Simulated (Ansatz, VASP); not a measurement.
**Two plane-wave programs on AlN**

```
Al N
1.0
     3.14862    0.00000    0.00000
    -1.57431    2.72679    0.00000
     0.00000    0.00000    5.04876
Al N
2 2
Direct
  0.66667 0.33333 0.49926
  0.33333 0.66667 0.99926
  0.66667 0.33333 0.88074
  0.33333 0.66667 0.38074
```

Alike in both runs: functional RPBE; k mesh 9 × 9 × 4; occupations gaussian, width 0.02 eV; no spin polarisation.

Ansatz relaxed the structure, and its values are those at the end. VASP's run is a single point on that final structure, the one shown.

```csv
,VASP,Ansatz
version,VASP 6.6.1,Ansatz 0.2.0
potentials or method,"VASP PAW PBE potentials, release 64 (Al, N), cutoff 520 eV","scalar-relativistic, plane waves, PAW"
valence electrons in the cell,16,16
```

Ansatz gave:

| Quantity | Value |
| --- | --- |
| gap on the k mesh at the Fermi level (eV) | 3.92 |
| least direct gap on the mesh (eV) | 3.92 |
| pressure (GPa) | 0.0 |

Task: What did VASP give for the same quantities?

Result: gap on the k mesh at the Fermi level (eV): 3.94; least direct gap on the mesh (eV): 3.94; pressure (GPa): -0.5.

VASP's potentials were made for PBE, not for RPBE. With one functional, cell and mesh, what is left measures potentials, basis and numerics.
